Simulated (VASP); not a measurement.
# CoSi (P2_13) in VASP: notebook

The runs below take CoSi through single point, with r2SCAN.

All numbers are computed with VASP 6.6.1; they aren't measurements. Logs are shortened: lines on timing, memory, paths and dates and some standing lists are left out, and cuts for length are marked.

### 1 The cell of the first run

The structure is cubic, space group P2_13 (No. 198). Conventional cell: a = 4.324 Å, b = 4.324 Å, c = 4.324 Å, α = 90.00°, β = 90.00°, γ = 90.00°. Co (site symmetry 3) has 7 Si at 2.27 to 2.36 Å and 6 Co at 2.66 Å within 3.0 Å. Si (site symmetry 3) has 7 Co at 2.27 to 2.36 Å and 6 Si at 2.67 Å within 3.0 Å.

### 2 Single point, r2SCAN (volume scaled by 0.960)

Input file POSCAR:

```
CoSi
1.0
    4.3237134280      0.0000000000      0.0000000000
    0.0000000000      4.3237134280      0.0000000000
    0.0000000000      0.0000000000      4.3237134280
Co Si
4 4
Direct
    0.1468383455      0.1468383455      0.1468383455
    0.3531616545      0.8531616545      0.6468383455
    0.6468383455      0.3531616545      0.8531616545
    0.8531616545      0.6468383455      0.3531616545
    0.8440723323      0.8440723323      0.8440723323
    0.6559276677      0.1559276677      0.3440723323
    0.3440723323      0.6559276677      0.1559276677
    0.1559276677      0.3440723323      0.6559276677
```

Input file INCAR.step1:

```
SYSTEM = CoSi
PREC     = Accurate       ! precision mode
ENCUT    = 520            ! plane-wave cutoff, eV
ISMEAR   = 0              ! smearing method
SIGMA    = 0.05           ! smearing width, eV
LREAL    = .FALSE.        ! projectors in reciprocal space
LASPH    = .TRUE.         ! aspherical terms in the spheres
NELM     = 60             ! most SCF steps
NBANDS   = 36             ! bands
GGA      = PE             ! functional
ALGO     = Normal         ! electronic algorithm
EDIFF    = 1E-4           ! SCF threshold, eV
LWAVE    = .TRUE.         ! write WAVECAR
LCHARG   = .FALSE.        ! write CHGCAR
```

Input file INCAR.step2:

```
SYSTEM = CoSi
PREC     = Accurate       ! precision mode
ENCUT    = 520            ! plane-wave cutoff, eV
EDIFF    = 1E-6           ! SCF threshold, eV
ISMEAR   = 0              ! smearing method
SIGMA    = 0.05           ! smearing width, eV
LREAL    = .FALSE.        ! projectors in reciprocal space
LASPH    = .TRUE.         ! aspherical terms in the spheres
NELM     = 60             ! most SCF steps
ALGO     = Normal         ! electronic algorithm
ISIF     = 2              ! what is computed and relaxed
LWAVE    = .FALSE.        ! write WAVECAR
LCHARG   = .FALSE.        ! write CHGCAR
METAGGA  = R2SCAN         ! meta-GGA
LMIXTAU  = .TRUE.       
NBANDS   = 36             ! bands
ISTART   = 1
```

Input file KPOINTS:

```
regular mesh
0
G
  8 8 8
  0 0 0
```

Potentials or basis: VASP PAW PBE potentials, release 64 (Co, Si).

The run is started by

```
cat potpaw_PBE.64/Co/POTCAR potpaw_PBE.64/Si/POTCAR > POTCAR
cp INCAR.step1 INCAR
mpirun -np 1 vasp_std > vasp.out
cp INCAR.step2 INCAR
mpirun -np 1 vasp_std > vasp.out
```

OUTCAR:

```text
SYSTEM = CoSi
   PREC = Accurate
   ENCUT = 520
   EDIFF = 1E-6
   ISMEAR = 0
   LREAL = .FALSE.
   LASPH = .TRUE.
   NELM = 60
   ISIF = 2
   METAGGA = R2SCAN
   ISTART = 1

 ion  position               nearest neighbor table
   1  0.147  0.147  0.147-   5 2.27   8 2.29   7 2.29   6 2.29   8 2.36   7 2.36   6 2.36   3 2.66
                             4 2.66   2 2.66   2 2.66   4 2.66   3 2.66
   2  0.353  0.853  0.647-   6 2.27   7 2.29   5 2.29   8 2.29   7 2.36   8 2.36   5 2.36   1 2.66
                             1 2.66   3 2.66   3 2.66   4 2.66   4 2.66
   3  0.647  0.353  0.853-   7 2.27   6 2.29   5 2.29   8 2.29   6 2.36   8 2.36   5 2.36   1 2.66
                             4 2.66   2 2.66   2 2.66   4 2.66   1 2.66
   4  0.853  0.647  0.353-   8 2.27   5 2.29   7 2.29   6 2.29   5 2.36   6 2.36   7 2.36   1 2.66
                             3 2.66   2 2.66   1 2.66   2 2.66   3 2.66
   5  0.844  0.844  0.844-   1 2.27   4 2.29   3 2.29   2 2.29   4 2.36   3 2.36   2 2.36   8 2.67
                             8 2.67   6 2.67   6 2.67   7 2.67   7 2.67
   6  0.656  0.156  0.344-   2 2.27   3 2.29   1 2.29   4 2.29   3 2.36   4 2.36   1 2.36   7 2.67
                             7 2.67   5 2.67   8 2.67   5 2.67   8 2.67
   7  0.344  0.656  0.156-   3 2.27   2 2.29   1 2.29   4 2.29   2 2.36   4 2.36   1 2.36   6 2.67
                             6 2.67   8 2.67   8 2.67   5 2.67   5 2.67
   8  0.156  0.344  0.656-   4 2.27   1 2.29   3 2.29   2 2.29   1 2.36   2 2.36   3 2.36   5 2.67
                             5 2.67   7 2.67   7 2.67   6 2.67   6 2.67

  LATTYP: Found a simple cubic cell.
 ALAT       =     4.3237134280

  Lattice vectors:

 A1 = (   4.3237134280,   0.0000000000,   0.0000000000)
 A2 = (   0.0000000000,   4.3237134280,   0.0000000000)
 A3 = (   0.0000000000,   0.0000000000,   4.3237134280)

Analysis of symmetry for initial positions (statically):
=====================================================================
 Subroutine PRICEL returns:
 Original cell was already a primitive cell.

 Routine SETGRP: Setting up the symmetry group for a
 simple cubic supercell.

 Subroutine GETGRP returns: Found 12 space group operations
 (whereof  3 operations were pure point group operations)
 out of a pool of 48 trial point group operations.

The static configuration has the point symmetry C_3 .
 The point group associated with its full space group is T   .

Analysis of symmetry for dynamics (positions and initial velocities):
=====================================================================
 Subroutine PRICEL returns:
 Original cell was already a primitive cell.

 Routine SETGRP: Setting up the symmetry group for a
 simple cubic supercell.

 Subroutine GETGRP returns: Found 12 space group operations
 (whereof  3 operations were pure point group operations)
 out of a pool of 48 trial point group operations.

[... 119 lines left out ...]
   ISIF   =      2    stress and relaxation
   ISYM   =      2    0-nonsym 1-usesym 2-fastsym
   POTIM  = 0.5000    time-step for ionic-motion
   TEBEG  =    0.0;   TEEND  =   0.0 temperature during run
   PSTRESS=    0.0 pullay stress
   NELECT =      52.0000    total number of electrons
   NUPDOWN=      -1.0000    fix difference up-down
   EMIN   =  10.00;   EMAX   =-10.00  energy-range for DOS
   EFERMI =   0.00;   METHOD = LEGACY
   ISMEAR =     0;   SIGMA  =   0.05  broadening in eV -4-tet -1-fermi 0-gaus
   EFERMI_NEDOS =   21; number of points for ismear=-14 and -15
   IALGO  =     38    algorithm
   IMIX   =      4    mixing-type and parameters
     AMIX     =   0.40;   BMIX     =  1.00
     AMIX_MAG =   1.60;   BMIX_MAG =  1.00
  volume/ion in A,a.u.               =      10.10        68.18
  Fermi-wavevector in a.u.,A,eV,Ry     =   1.413250  2.670656 27.174590  1.997276
  Thomas-Fermi vector in A             =   2.534915
   LORBIT       =      0    0 simple, 1 ext, 2 COOP (PROOUT), +10 PAW based schemes
   METAGGA = R2SCAN    functional components
   LHFCALC =     F    Hartree Fock is set to
   AEXX    =    0.0000 exact exchange contribution
   IVDW    =     0    specifies the selected vdW correction
   LEPSILON=     F    determine dielectric tensor
   LRPA    =     F    only Hartree local field effects (RPA)
 non-spin polarized calculation
 Gauss-broadening in eV      SIGMA  =   0.05
  energy-cutoff  :      520.00
  volume of cell :       80.83
 maximum number of plane-waves:      2216
   NGX = 17   NGY = 17   NGZ = 17

 number of electron      51.9999990 magnetization

 Free energy of the ion-electron system (eV)
  ---------------------------------------------------
  ext. energy  EPLUGINS =         0.00000000
  ---------------------------------------------------
  free energy    TOTEN  =       -91.84864163 eV

  energy without entropy =      -91.84697040  energy(sigma->0) =      -91.84780602

 E-fermi :  13.1897     XC(G=0): -14.3258

 val. band max:       13.1842567180   @ k =   0.0000   0.0000   0.0000
 cond. band min:      13.2125904678   @ k =   0.5000   0.5000   0.3750
 fundamental gap:      0.0283337498
 Fermi energy:        13.1897407656

 k-point     1 :       0.0000    0.0000    0.0000
  band No.  band energies     occupation
      1      -1.8887      2.00000
      2       4.2021      2.00000
      3       4.2021      2.00000
      4       4.2021      2.00000
      5       6.9966      2.00000
      6       6.9966      2.00000
[... 925 lines left out ...]
     35      18.5904      0.00000
     36      19.6419      0.00000

 [... further k-points ...]
[... 5 lines left out ...]
  --------------------------------------------------------------------------------------
  -------------------------------------------------------------------------------------
  Total        5.6707820      5.6707820      5.6707820      0.0000000     -0.0000000      0.0000000
  in kB      112.4042751    112.4042751    112.4042751      0.0000000     -0.0000000      0.0000000
  external PRESSURE =     112.4042751 kB  Pullay stress =       0.0000000 kB

 VOLUME and BASIS-vectors are now :
 -----------------------------------------------------------------------------
  energy-cutoff  :      520.00
  volume of cell :       80.83
      direct lattice vectors                 reciprocal lattice vectors
     4.323713428  0.000000000  0.000000000     0.231282673  0.000000000  0.000000000
     0.000000000  4.323713428  0.000000000     0.000000000  0.231282673  0.000000000
     0.000000000  0.000000000  4.323713428     0.000000000  0.000000000  0.231282673

 POSITION                                       TOTAL-FORCE (eV/Angst)
 -----------------------------------------------------------------------------------
      0.63489      0.63489      0.63489         0.001423      0.001423      0.001423
      1.52697      3.68883      2.79674        -0.001423     -0.001423      0.001423
      2.79674      1.52697      3.68883         0.001423     -0.001423     -0.001423
      3.68883      2.79674      1.52697        -0.001423      0.001423     -0.001423
      3.64953      3.64953      3.64953         0.004200      0.004200      0.004200
      2.83604      0.67419      1.48767        -0.004200     -0.004200      0.004200
      1.48767      2.83604      0.67419         0.004200     -0.004200     -0.004200
      0.67419      1.48767      2.83604        -0.004200      0.004200     -0.004200
 -----------------------------------------------------------------------------------
    total drift:                                0.000000      0.000000      0.000000

  FREE ENERGIE OF THE ION-ELECTRON SYSTEM (eV)
  ---------------------------------------------------
  free  energy   TOTEN  =       -91.8486416321 eV

  energy  without entropy=      -91.8469704024  energy(sigma->0) =      -91.84780602
```

OUTCAR.step1:

```text
SYSTEM = CoSi
   PREC = Accurate
   ENCUT = 520
   ISMEAR = 0
   LREAL = .FALSE.
   LASPH = .TRUE.
   NELM = 60
[... 1189 lines left out ...]
      2.83604      0.67419      1.48767         0.001721      0.001721     -0.001721
      1.48767      2.83604      0.67419        -0.001721      0.001721      0.001721
      0.67419      1.48767      2.83604         0.001721     -0.001721      0.001721
 -----------------------------------------------------------------------------------
    total drift:                                0.000000      0.000000      0.000000

  FREE ENERGIE OF THE ION-ELECTRON SYSTEM (eV)
  ---------------------------------------------------
  free  energy   TOTEN  =       -54.4108645812 eV

  energy  without entropy=      -54.4088621667  energy(sigma->0) =      -54.40986337
```

OSZICAR.step1:

```text
N       E                     dE             d eps       ncg     rms          rms(c)
DAV:   1     0.362790287099E+03    0.36279E+03   -0.22108E+04  3240   0.169E+03
DAV:   2    -0.296498152152E+02   -0.39244E+03   -0.37408E+03  3240   0.369E+02
DAV:   3    -0.591353292022E+02   -0.29486E+02   -0.28187E+02  3524   0.122E+02
DAV:   4    -0.602994806813E+02   -0.11642E+01   -0.11523E+01  4160   0.223E+01
DAV:   5    -0.603420339019E+02   -0.42553E-01   -0.42501E-01  4164   0.406E+00    0.300E+01
DAV:   6    -0.645325323231E+02   -0.41905E+01   -0.10163E+02  4220   0.130E+02    0.247E+01
DAV:   7    -0.544445956503E+02    0.10088E+02   -0.44084E+01  3716   0.949E+01    0.839E+00
DAV:   8    -0.545099817064E+02   -0.65386E-01   -0.34681E+00  3644   0.104E+01    0.294E+00
DAV:   9    -0.544156695349E+02    0.94312E-01   -0.22422E-01  4664   0.578E+00    0.970E-01
DAV:  10    -0.544119693935E+02    0.37001E-02   -0.18983E-02  4232   0.929E-01    0.326E-01
DAV:  11    -0.544109123998E+02    0.10570E-02   -0.19142E-03  4916   0.497E-01    0.102E-01
DAV:  12    -0.544108645812E+02    0.47819E-04   -0.23052E-04  2804   0.172E-01
   1 F= -.54410865E+02 E0= -.54409863E+02  d E =-.200241E-02
```

It took 8.6 min on 1 thread of AMD EPYC 7R43 (Zen 3), shared host; peak memory 0.21 GiB.

What came out:

```yaml
Free_energy: -91.8486 eV
Pressure: 11.2 GPa
Largest_force: 0.007 eV/Å
Band_gap_on_the_k_mesh: zero (band 26 reaches 13.18 eV, above the bottom of band 27 at 12.96 eV)
```

Forces in eV/Å, atoms in the order of the input:
```
Co   0.001  0.001  0.001
Co  -0.001 -0.001  0.001
Co   0.001 -0.001 -0.001
Co  -0.001  0.001 -0.001
Si   0.004  0.004  0.004
Si  -0.004 -0.004  0.004
Si   0.004 -0.004 -0.004
Si  -0.004  0.004 -0.004
```

Levels at points of the mesh, in eV from the Fermi level:
```csv
k point,band 22,band 23,band 24,band 25,band 26,band 27,band 28,band 29,band 30,band 31
"(0.00, 0.00, 0.00)",-1.09,-0.93,-0.93,-0.01,-0.01,-0.01,3.06,3.06,3.06,3.27
"(0.50, 0.00, 0.00)",-1.23,-0.76,-0.76,-0.55,-0.55,1.14,1.14,1.86,1.86,4.75
"(0.50, 0.50, 0.00)",-1.71,-1.18,-1.18,-0.05,-0.05,0.73,0.73,2.46,2.46,2.90
"(0.50, 0.50, 0.50)",-1.44,-1.44,-1.44,-0.22,-0.22,-0.22,-0.22,6.39,6.39,6.39
```

Caveat: the cell differs from its parent crystal (volume scaled by 0.960); the PAW data sets were made with another functional, which shifts forces and pressure a little. Spin polarisation is off, so any magnetic state and its effect on volume and gap are missing.

### 3 Single point, r2SCAN

This run uses another cell than the first one, of 10.49 Å³/atom, 1.038 times its volume.

Input file POSCAR:

```
CoSi
1.0
    4.3776749668      0.0000000000      0.0000000000
    0.0000000000      4.3776749668      0.0000000000
    0.0000000000      0.0000000000      4.3776749668
Co Si
4 4
Direct
    0.1456680264      0.1456680264      0.1456680264
    0.3543319736      0.8543319736      0.6456680264
    0.6456680264      0.3543319736      0.8543319736
    0.8543319736      0.6456680264      0.3543319736
    0.8436088031      0.8436088031      0.8436088031
    0.6563911969      0.1563911969      0.3436088031
    0.3436088031      0.6563911969      0.1563911969
    0.1563911969      0.3436088031      0.6563911969
```

Input file INCAR.step1:

```
SYSTEM = CoSi
  PREC = Accurate
  ENCUT = 520
  ISMEAR = 0
  SIGMA = 0.05
  LREAL = .False.
  LASPH = .True.
  NELM = 80
  NBANDS = 36
  GGA = PE
  ALGO = Normal
  EDIFF = 1E-4
  LWAVE = .True.
  LCHARG = .False.
```

Input file INCAR.step2:

```
SYSTEM = CoSi
  PREC = Accurate
  ENCUT = 520
  EDIFF = 1E-7
  ISMEAR = 0
  SIGMA = 0.05
  LREAL = .False.
  LASPH = .True.
  NELM = 80
  ALGO = Normal
  ISIF = 2
  LWAVE = .False.
  LCHARG = .False.
  METAGGA = R2SCAN
  LMIXTAU = .True.
  NBANDS = 36
  ISTART = 1
```

Input file KPOINTS:

```
Automatic mesh
0
Gamma
  8 8 8
  0 0 0
```

Potentials or basis: VASP PAW PBE potentials, release 64 (Co, Si).

The run is started by

```
cat potpaw_PBE.64/Co/POTCAR potpaw_PBE.64/Si/POTCAR > POTCAR
cp INCAR.step1 INCAR
mpirun -np 1 vasp_std > vasp.out
cp INCAR.step2 INCAR
mpirun -np 1 vasp_std > vasp.out
```

OUTCAR:

```text
SYSTEM = CoSi
   PREC = Accurate
   ENCUT = 520
   EDIFF = 1E-7
   ISMEAR = 0
   LREAL = .False.
   LASPH = .True.
   NELM = 80
   ISIF = 2
   METAGGA = R2SCAN
   ISTART = 1

 ion  position               nearest neighbor table
   1  0.146  0.146  0.146-   5 2.29   6 2.31   7 2.31   8 2.31   7 2.40   8 2.40   6 2.40   3 2.69
                             4 2.69   2 2.69   2 2.69   4 2.69   3 2.69
   2  0.354  0.854  0.646-   6 2.29   5 2.31   7 2.31   8 2.31   7 2.40   8 2.40   5 2.40   1 2.69
                             1 2.69   3 2.69   3 2.69   4 2.69   4 2.69
   3  0.646  0.354  0.854-   7 2.29   6 2.31   5 2.31   8 2.31   8 2.40   6 2.40   5 2.40   1 2.69
                             4 2.69   2 2.69   2 2.69   4 2.69   1 2.69
   4  0.854  0.646  0.354-   8 2.29   6 2.31   7 2.31   5 2.31   6 2.40   5 2.40   7 2.40   1 2.69
                             3 2.69   2 2.69   1 2.69   2 2.69   3 2.69
   5  0.844  0.844  0.844-   1 2.29   2 2.31   3 2.31   4 2.31   3 2.40   4 2.40   2 2.40   6 2.71
                             7 2.71   8 2.71   6 2.71   8 2.71   7 2.71
   6  0.656  0.156  0.344-   2 2.29   1 2.31   3 2.31   4 2.31   3 2.40   4 2.40   1 2.40   8 2.71
                             5 2.71   5 2.71   7 2.71   7 2.71   8 2.71
   7  0.344  0.656  0.156-   3 2.29   2 2.31   1 2.31   4 2.31   4 2.40   2 2.40   1 2.40   8 2.71
                             5 2.71   8 2.71   6 2.71   6 2.71   5 2.71
   8  0.156  0.344  0.656-   4 2.29   2 2.31   3 2.31   1 2.31   2 2.40   1 2.40   3 2.40   7 2.71
[... 210 lines left out ...]
      2       3.8045      2.00000
      3       3.8045      2.00000
      4       3.8045      2.00000
      5       6.5899      2.00000
      6       6.5899      2.00000
[... 925 lines left out ...]
     35      17.8361      0.00000
     36      18.8119      0.00000

 [... further k-points ...]
[... 5 lines left out ...]
  --------------------------------------------------------------------------------------
  -------------------------------------------------------------------------------------
  Total        0.5562050      0.5562050      0.5562050      0.0000000     -0.0000000      0.0000000
  in kB       10.6222115     10.6222115     10.6222115      0.0000000     -0.0000000      0.0000000
  external PRESSURE =      10.6222115 kB  Pullay stress =       0.0000000 kB

 VOLUME and BASIS-vectors are now :
 -----------------------------------------------------------------------------
  energy-cutoff  :      520.00
  volume of cell :       83.89
      direct lattice vectors                 reciprocal lattice vectors
     4.377674967  0.000000000  0.000000000     0.228431761  0.000000000  0.000000000
     0.000000000  4.377674967  0.000000000     0.000000000  0.228431761  0.000000000
     0.000000000  0.000000000  4.377674967     0.000000000  0.000000000  0.228431761

 POSITION                                       TOTAL-FORCE (eV/Angst)
 -----------------------------------------------------------------------------------
      0.63769      0.63769      0.63769         0.008200      0.008200      0.008200
      1.55115      3.73999      2.82652        -0.008200     -0.008200      0.008200
      2.82652      1.55115      3.73999         0.008200     -0.008200     -0.008200
      3.73999      2.82652      1.55115        -0.008200      0.008200     -0.008200
      3.69305      3.69305      3.69305         0.005278      0.005278      0.005278
      2.87347      0.68463      1.50421        -0.005278     -0.005278      0.005278
      1.50421      2.87347      0.68463         0.005278     -0.005278     -0.005278
      0.68463      1.50421      2.87347        -0.005278      0.005278     -0.005278
 -----------------------------------------------------------------------------------
    total drift:                                0.000000      0.000000      0.000000

  FREE ENERGIE OF THE ION-ELECTRON SYSTEM (eV)
  ---------------------------------------------------
  free  energy   TOTEN  =       -91.9629416899 eV

  energy  without entropy=      -91.9611550549  energy(sigma->0) =      -91.96204837
```

OUTCAR.step1:

```text
SYSTEM = CoSi
   PREC = Accurate
   ENCUT = 520
   ISMEAR = 0
   LREAL = .False.
   LASPH = .True.
   NELM = 80
[... 1190 lines left out ...]
      2.87347      0.68463      1.50421        -0.002072     -0.002072      0.002072
      1.50421      2.87347      0.68463         0.002072     -0.002072     -0.002072
      0.68463      1.50421      2.87347        -0.002072      0.002072     -0.002072
 -----------------------------------------------------------------------------------
    total drift:                                0.000000      0.000000      0.000000

  FREE ENERGIE OF THE ION-ELECTRON SYSTEM (eV)
  ---------------------------------------------------
  free  energy   TOTEN  =       -54.6704234604 eV

  energy  without entropy=      -54.6683430461  energy(sigma->0) =      -54.66938325
```

It took 20 min on 1 thread of AMD EPYC 7R43 (Zen 3), shared host; peak memory 0.24 GiB.

What came out:

| Property | Result |
| --- | --- |
| Free energy | -91.9629 eV |
| Pressure | 1.1 GPa |
| Largest force | 0.014 eV/Å |
| Band gap on the k mesh | zero (band 26 reaches 12.59 eV, above the bottom of band 27 at 12.38 eV) |

Forces on the atoms (eV/Å):
```
Co   0.008  0.008  0.008
Co  -0.008 -0.008  0.008
Co   0.008 -0.008 -0.008
Co  -0.008  0.008 -0.008
Si   0.005  0.005  0.005
Si  -0.005 -0.005  0.005
Si   0.005 -0.005 -0.005
Si  -0.005  0.005 -0.005
```

Levels at points of the mesh, in eV from the Fermi level:
```csv
k point,band 24,band 25,band 26,band 27,band 28,band 29
"(0.00, 0.00, 0.00)",-0.89,-0.01,-0.01,-0.01,2.87,2.87
"(0.50, 0.00, 0.00)",-0.73,-0.52,-0.52,1.09,1.09,1.72
"(0.50, 0.50, 0.00)",-1.12,-0.05,-0.05,0.68,0.68,2.30
"(0.50, 0.50, 0.50)",-1.36,-0.22,-0.22,-0.22,-0.22,6.11
```

Caveat: the PAW data sets were made with another functional, which shifts forces and pressure a little.

(Continued in part 2 of 2.)
